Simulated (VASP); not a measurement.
# WSe2 in VASP: further runs, part 2 of 2

VASP 6.6.1.

## Step 3: Single point, PBEsol

Input file INCAR:

```
SYSTEM = WSe2
ALGO     = Normal         ! electronic algorithm
EDIFF    = 1E-6           ! SCF threshold, eV
ENCUT    = 520            ! plane-wave cutoff, eV
GGA      = PS             ! functional
ISIF     = 2              ! what is computed and relaxed
ISMEAR   = 0              ! smearing method
LASPH    = .True.         ! aspherical terms in the spheres
LCHARG   = .False.        ! write CHGCAR
LREAL    = .False.        ! projectors in reciprocal space
LWAVE    = .False.        ! write WAVECAR
NBANDS   = 20             ! bands
NELM     = 80             ! most SCF steps
PREC     = Accurate       ! precision mode
SIGMA    = 0.05           ! smearing width, eV
```

Input file KPOINTS:

```
k-points
0
Gamma
  9 9 2
  0 0 0
```

Input file POSCAR:

```
WSe2
1.0
    3.4010209378      0.0000000000      0.0000000000
   -1.7005104689      2.9453705310      0.0000000000
    0.0000000000      0.0000000000     16.6611439352
W Se
1 2
Direct
    0.0000000000      0.0000000000      0.0000000000
    0.3333333333      0.6666666667      0.1003991023
    0.3333333333      0.6666666667      0.8996008977
```

Potentials or basis: VASP PAW PBE potentials, release 64 (W_sv, Se).

Started as:

```sh
cat potpaw_PBE.64/W_sv/POTCAR potpaw_PBE.64/Se/POTCAR > POTCAR
mpirun -np 1 vasp_std > vasp.out
```

OUTCAR:

```text
SYSTEM = WSe2
   EDIFF = 1E-6
   ENCUT = 520
   GGA = PS
   ISIF = 2
   ISMEAR = 0
   LASPH = .True.
   LREAL = .False.
   NELM = 80
   PREC = Accurate

 ion  position               nearest neighbor table
   1  0.000  0.000  0.000-   2 2.58   3 2.58   2 2.58   3 2.58   2 2.58   3 2.58
   2  0.333  0.667  0.100-   1 2.58   1 2.58   1 2.58
   3  0.333  0.667  0.900-   1 2.58   1 2.58   1 2.58

  LATTYP: Found a hexagonal cell.
 ALAT       =     3.4010209378
 C/A-ratio  =     4.8988654407

  Lattice vectors:

 A1 = (   3.4010209378,   0.0000000000,   0.0000000000)
 A2 = (  -1.7005104689,   2.9453705310,   0.0000000000)
 A3 = (   0.0000000000,   0.0000000000,  16.6611439352)

Analysis of symmetry for initial positions (statically):
=====================================================================
 Subroutine PRICEL returns:
 Original cell was already a primitive cell.

 Routine SETGRP: Setting up the symmetry group for a
 hexagonal supercell.

 Subroutine GETGRP returns: Found 12 space group operations
 (whereof 12 operations were pure point group operations)
 out of a pool of 24 trial point group operations.

The static configuration has the point symmetry D_3h.

Analysis of symmetry for dynamics (positions and initial velocities):
=====================================================================
 Subroutine PRICEL returns:
 Original cell was already a primitive cell.

 Routine SETGRP: Setting up the symmetry group for a
 hexagonal supercell.

 Subroutine GETGRP returns: Found 12 space group operations
 (whereof 12 operations were pure point group operations)
 out of a pool of 24 trial point group operations.

The dynamic configuration has the point symmetry D_3h.

 Subroutine INISYM returns: Found 12 space group operations
 (whereof 12 operations are pure point group operations),
 and found     1 'primitive' translations

[... 112 lines left out ...]
   IALGO  =     38    algorithm
   IMIX   =      4    mixing-type and parameters
     AMIX     =   0.40;   BMIX     =  1.00
     AMIX_MAG =   1.60;   BMIX_MAG =  1.00
  volume/ion in A,a.u.               =      55.63       375.43
  Fermi-wavevector in a.u.,A,eV,Ry     =   0.880876  1.664614 10.557330  0.775942
  Thomas-Fermi vector in A             =   2.001295
   LORBIT       =      0    0 simple, 1 ext, 2 COOP (PROOUT), +10 PAW based schemes
   GGA     = PS    functional components
   LHFCALC =     F    Hartree Fock is set to
   AEXX    =    0.0000 exact exchange contribution
   IVDW    =     0    specifies the selected vdW correction
   LEPSILON=     F    determine dielectric tensor
   LRPA    =     F    only Hartree local field effects (RPA)
 non-spin polarized calculation
 Gauss-broadening in eV      SIGMA  =   0.05
  energy-cutoff  :      520.00
  volume of cell :      166.90
 maximum number of plane-waves:      4523
 NGX is ok and might be reduce to    28
   NGX = 13   NGY = 13   NGZ = 61

 number of electron      25.9999998 magnetization

 Free energy of the ion-electron system (eV)
  ---------------------------------------------------
  ext. energy  EPLUGINS =         0.00000000
  ---------------------------------------------------
  free energy    TOTEN  =       -23.07760506 eV

  energy without entropy =      -23.07760506  energy(sigma->0) =      -23.07760506

 E-fermi :  -0.8136     XC(G=0):  -4.6900

 val. band max:       -1.1977832121   @ k =   0.3333   0.3333   0.5000
 cond. band min:       0.1124417235   @ k =   0.3333   0.3333   0.5000
 fundamental gap:      1.3102249356
 Fermi energy:        -0.8136074652

 k-point     1 :       0.0000    0.0000    0.0000
  band No.  band energies     occupation
      1     -75.3284      2.00000
      2     -39.4926      2.00000
      3     -39.4448      2.00000
      4     -39.4448      2.00000
      5     -15.5945      2.00000
      6     -14.4005      2.00000
[... 541 lines left out ...]
     19       4.9647      0.00000
     20       7.4077      0.00000

------------------------ aborting loop because EDIFF is reached ----------------------------------------

  FORCE on cell =-STRESS in cart. coord.  units (eV):
  Direction    XX          YY          ZZ          XY          YZ          ZX
  --------------------------------------------------------------------------------------
  -------------------------------------------------------------------------------------
  Total       -4.0354681     -4.0354681     -2.4585352      0.0000000      0.0000000      0.0000000
  in kB      -38.7391812    -38.7391812    -23.6011382      0.0000000      0.0000000      0.0000000
  external PRESSURE =     -33.6931669 kB  Pullay stress =       0.0000000 kB

 VOLUME and BASIS-vectors are now :
 -----------------------------------------------------------------------------
  energy-cutoff  :      520.00
  volume of cell :      166.90
      direct lattice vectors                 reciprocal lattice vectors
     3.401020938  0.000000000  0.000000000     0.294029357  0.169757928  0.000000000
    -1.700510469  2.945370531  0.000000000     0.000000000  0.339515857  0.000000000
     0.000000000  0.000000000 16.661143935     0.000000000  0.000000000  0.060019888

 POSITION                                       TOTAL-FORCE (eV/Angst)
 -----------------------------------------------------------------------------------
      0.00000      0.00000      0.00000        -0.000000      0.000000      0.000000
     -0.00000      1.96358      1.67276        -0.000000     -0.000000     -0.731401
     -0.00000      1.96358     14.98838         0.000000      0.000000      0.731401
 -----------------------------------------------------------------------------------
    total drift:                                0.000000     -0.000000     -0.000000

  FREE ENERGIE OF THE ION-ELECTRON SYSTEM (eV)
  ---------------------------------------------------
  free  energy   TOTEN  =       -23.0776050592 eV

  energy  without entropy=      -23.0776050592  energy(sigma->0) =      -23.07760506
```

stdout:

```text
POSCAR found type information on POSCAR W Se
 POSCAR found :  2 types and       3 ions
 scaLAPACK will be used
 -----------------------------------------------------------------------------
|                                                                             |
|                                                                             |
|     You enforced a specific xc type in the INCAR file but a different       |
|     I HOPE YOU KNOW WHAT YOU ARE DOING!                                     |
|                                                                             |
 -----------------------------------------------------------------------------

 LDA part: xc-table for (Slater+PW92), standard interpolation
 POSCAR, INCAR and KPOINTS ok, starting setup
 FFT: planning ... GRIDC
 FFT: planning ... GRID_SOFT
 FFT: planning ... GRID
 WAVECAR not read
 entering main loop
```

Run time: 96 s. Hardware: 1 thread of AMD EPYC 7R13 (Zen 3), shared host; peak memory 0.29 GiB.

What came out:

```
Free energy            : -23.0776 eV
Largest force          : 0.731 eV/Å
Band gap on the k mesh : 1.31 eV, direct
```

Forces on the atoms (eV/Å):
```
W    0.000  0.000  0.000
Se   0.000  0.000 -0.731
Se   0.000  0.000  0.731
```

Caveat: the PAW data sets were made with another functional, which shifts forces and pressure a little; spin-orbit coupling is left out, which moves the levels of the heavy elements.

## Step 4: Single point, PBEsol

This run uses another cell than the first one, of 47.40 Å³/atom, 0.852 times its volume.

Input file INCAR:

```
SYSTEM = WSe2
PREC = Accurate ; ENCUT = 520
EDIFF = 1E-6 ; ISMEAR = 0
SIGMA = 0.05 ; LREAL = .FALSE.
LASPH = .TRUE. ; NELM = 80
ALGO = Normal ; ISIF = 2
LWAVE = .FALSE. ; LCHARG = .TRUE.
GGA = PS ; LELF = .TRUE.
LVHAR = .TRUE. ; NBANDS = 20
```

Input file KPOINTS:

```
Automatic mesh
0
G
  9 9 2
  0 0 0
```

Input file POSCAR:

```
WSe2
1.0
    3.1394039426      0.0000000000      0.0000000000
   -1.5697019713      2.7188035670      0.0000000000
    0.0000000000      0.0000000000     16.6611439352
W Se
1 2
Direct
    0.0000000000      0.0000000000     -0.0030938842
    0.3333333333      0.6666666667      0.1040002956
    0.3333333333      0.6666666667      0.9032020910
```

Started as:

```sh
cat potpaw_PBE.64/W_sv/POTCAR potpaw_PBE.64/Se/POTCAR > POTCAR
mpirun -np 1 vasp_std > vasp.out
```

Run time: 83 s. Hardware: 1 thread of Intel Xeon Platinum 8259CL at 2.50GHz (Skylake/Cascade Lake), shared host; peak memory 0.28 GiB.

Results (log left out):

```
Free energy            : -22.7894 eV
Largest force          : 4.034 eV/Å
Band gap on the k mesh : 1.69 eV, indirect (least direct gap 2.20 eV)
```

Forces in eV/Å, atoms in the order of the input:
```
W    0.000  0.000  4.034
Se   0.000  0.000 -0.644
Se   0.000  0.000 -3.389
```

Levels at points of the mesh, in eV from the valence-band top:
| k point | band 11 | band 12 | band 13 | band 14 | band 15 | band 16 |
| --- | --- | --- | --- | --- | --- | --- |
| (0.00, 0.00, 0.00) | -0.77 | -0.77 | -0.50 | 3.38 | 3.38 | 4.12 |
| (0.00, 0.00, 0.50) | -0.77 | -0.77 | -0.50 | 3.38 | 3.38 | 4.12 |

Caveat: the PAW data sets were made with another functional, which shifts forces and pressure a little; spin-orbit coupling is left out, which moves the levels of the heavy elements.

## Step 5: Single point, PBEsol

This run uses another cell than the first one, of 47.40 Å³/atom, 0.852 times its volume.

Input file INCAR:

```
ALGO = Normal
EDIFF = 1E-6
ENCUT = 520
GGA = PS
ISIF = 2
ISMEAR = 0
LASPH = True
LCHARG = False
LREAL = False
LWAVE = False
NBANDS = 20
NELM = 60
PREC = Accurate
SIGMA = 0.05
```

Input file KPOINTS:

```
k-points
0
Gamma
  9 9 2
```

Input file POSCAR:

```
WSe2
1.0
    3.1394039426      0.0000000000      0.0000000000
   -1.5697019713      2.7188035670      0.0000000000
    0.0000000000      0.0000000000     16.6611439352
W Se
1 2
Direct
    0.0000000000      0.0000000000     -0.0010312947
    0.3333333333      0.6666666667      0.1015995001
    0.3333333333      0.6666666667      0.9008012955
```

Started as:

```sh
cat potpaw_PBE.64/W_sv/POTCAR potpaw_PBE.64/Se/POTCAR > POTCAR
mpirun -np 1 vasp_std > vasp.out
```

Wall time 72 s (1 thread of Intel Xeon Platinum 8259CL at 2.50GHz (Skylake/Cascade Lake), shared host); peak memory 0.28 GiB.

Results (log left out):

```
Free energy            : -22.9895 eV
Largest force          : 1.805 eV/Å
Band gap on the k mesh : 1.73 eV, indirect (least direct gap 2.20 eV)
```

Forces on the atoms (eV/Å):
```
W    0.000  0.000  1.346
Se   0.000  0.000  0.459
Se   0.000  0.000 -1.805
```

Levels at points of the mesh, in eV from the valence-band top:
```tsv
k point	band 10	band 11	band 12	band 13	band 14	band 15	band 16	band 17
(0.00, 0.00, 0.00)	-2.28	-0.91	-0.91	-0.74	3.50	3.50	3.81	3.81
(0.00, 0.00, 0.50)	-2.28	-0.91	-0.91	-0.74	3.50	3.50	3.81	3.81
```

Caveat: the PAW data sets were made with another functional, which shifts forces and pressure a little; spin-orbit coupling is left out, which moves the levels of the heavy elements.

## Step 6: Single point, PBEsol

This run uses another cell than the first one, of 47.40 Å³/atom, 0.852 times its volume.

Input file INCAR:

```
PREC = Accurate
ENCUT = 520
EDIFF = 1E-6
ISMEAR = 0
SIGMA = 0.05
LREAL = False
LASPH = True
NELM = 80
ALGO = Normal
ISIF = 2
LWAVE = False
LCHARG = False
GGA = PS
NBANDS = 20
```

Input file KPOINTS:

```
Automatic mesh
0
Gamma
  9 9 2
```

Input file POSCAR:

```
WSe2
1.0
    3.1394039426      0.0000000000      0.0000000000
   -1.5697019713      2.7188035670      0.0000000000
    0.0000000000      0.0000000000     16.6611439352
W Se
1 2
Direct
    0.0000000000      0.0000000000     -0.0020625895
    0.3333333333      0.6666666667      0.1027998978
    0.3333333333      0.6666666667      0.9020016932
```

Potentials or basis: VASP PAW PBE potentials, release 64 (W_sv, Se).

Started as:

```sh
cat potpaw_PBE.64/W_sv/POTCAR potpaw_PBE.64/Se/POTCAR > POTCAR
mpirun -np 1 vasp_std > vasp.out
```

OUTCAR:

```text
PREC = Accurate
   ENCUT = 520
   EDIFF = 1E-6
   ISMEAR = 0
   LREAL = False
   LASPH = True
   NELM = 80
   ISIF = 2
   GGA = PS

 ion  position               nearest neighbor table
   1  0.000  0.000  0.998-   3 2.42   3 2.42   3 2.42   2 2.52   2 2.52   2 2.52
   2  0.333  0.667  0.103-   1 2.52   1 2.52   1 2.52
   3  0.333  0.667  0.902-   1 2.42   1 2.42   1 2.42

  LATTYP: Found a hexagonal cell.
 ALAT       =     3.1394039426
 C/A-ratio  =     5.3071042274

  Lattice vectors:
[... 741 lines left out ...]

  FORCE on cell =-STRESS in cart. coord.  units (eV):
  Direction    XX          YY          ZZ          XY          YZ          ZX
  --------------------------------------------------------------------------------------
  -------------------------------------------------------------------------------------
  Total        5.6314227      5.6314227      3.8785447     -0.0000000      0.0000000      0.0000000
  in kB       63.4452139     63.4452139     43.6967908     -0.0000000      0.0000000      0.0000000
  external PRESSURE =      56.8624062 kB  Pullay stress =       0.0000000 kB

 VOLUME and BASIS-vectors are now :
 -----------------------------------------------------------------------------
  energy-cutoff  :      520.00
  volume of cell :      142.21
      direct lattice vectors                 reciprocal lattice vectors
     3.139403943  0.000000000  0.000000000     0.318531804  0.183904423  0.000000000
    -1.569701971  2.718803567  0.000000000     0.000000000  0.367808845  0.000000000
     0.000000000  0.000000000 16.661143935     0.000000000  0.000000000  0.060019888

 POSITION                                       TOTAL-FORCE (eV/Angst)
 -----------------------------------------------------------------------------------
      0.00000      0.00000     16.62678         0.000000      0.000000      2.690611
     -0.00000      1.81254      1.71276         0.000000      0.000000     -0.122821
     -0.00000      1.81254     15.02838        -0.000000      0.000000     -2.567790
 -----------------------------------------------------------------------------------
    total drift:                                0.000000     -0.000000      0.000101

  FREE ENERGIE OF THE ION-ELECTRON SYSTEM (eV)
  ---------------------------------------------------
  free  energy   TOTEN  =       -22.9144437516 eV

  energy  without entropy=      -22.9144437516  energy(sigma->0) =      -22.91444375
```

stdout:

```text
POSCAR found type information on POSCAR W Se
 POSCAR found :  2 types and       3 ions
 scaLAPACK will be used
 -----------------------------------------------------------------------------
|                                                                             |
|                                                                             |
|     You enforced a specific xc type in the INCAR file but a different       |
|     I HOPE YOU KNOW WHAT YOU ARE DOING!                                     |
|                                                                             |
 -----------------------------------------------------------------------------

 LDA part: xc-table for (Slater+PW92), standard interpolation
 POSCAR, INCAR and KPOINTS ok, starting setup
 FFT: planning ... GRIDC
 FFT: planning ... GRID_SOFT
 FFT: planning ... GRID
 WAVECAR not read
 entering main loop
```

Wall time 71 s (1 thread of Intel Xeon Platinum 8259CL at 2.50GHz (Skylake/Cascade Lake), shared host); peak memory 0.28 GiB.

What came out:

* Free energy: -22.9144 eV
* Largest force: 2.691 eV/Å
* Band gap on the k mesh: 1.71 eV, indirect (least direct gap 2.20 eV)

Forces in eV/Å, atoms in the order of the input:
```
W    0.000  0.000  2.691
Se   0.000  0.000 -0.123
Se   0.000  0.000 -2.568
```

Caveat: the PAW data sets were made with another functional, which shifts forces and pressure a little; spin-orbit coupling is left out, which moves the levels of the heavy elements.
